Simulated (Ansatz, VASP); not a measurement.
## Two plane-wave programs on TiAl

```xyz
2
Lattice="2.8089 0.0000 0.0000 -1.4044 2.4326 0.0000 0.0000 0.0000 4.6484" Properties=species:S:1:pos:R:3 pbc="T T T"
Ti    0.0000    0.0000    0.0000
Al    0.0000    1.6217    2.3242
```

Alike in both runs: task single point; functional PBE; k mesh 18 × 18 × 10; occupations gaussian, width 0.15 eV; no spin polarisation.

|  | VASP | Ansatz |
| --- | --- | --- |
| version | VASP 6.6.1 | Ansatz 0.2.0 |
| potentials or method | VASP PAW PBE potentials, release 64 (Ti_sv, Al), cutoff 520 eV | scalar-relativistic, plane waves, PAW |
| valence electrons in the cell | 15 | 15 |

|  | VASP | Ansatz | Ansatz less VASP |
| --- | --- | --- | --- |
| gap on the k mesh at the Fermi level (eV) | none | none | - |
| pressure (GPa) | 5.7 | 5.6 | -0.08 |
| traceless stress, the component that is largest in VASP (GPa) | -2.08 | -2.13 | -0.054 |

A gap of «none» marks a metal or a gap that the smearing closes.
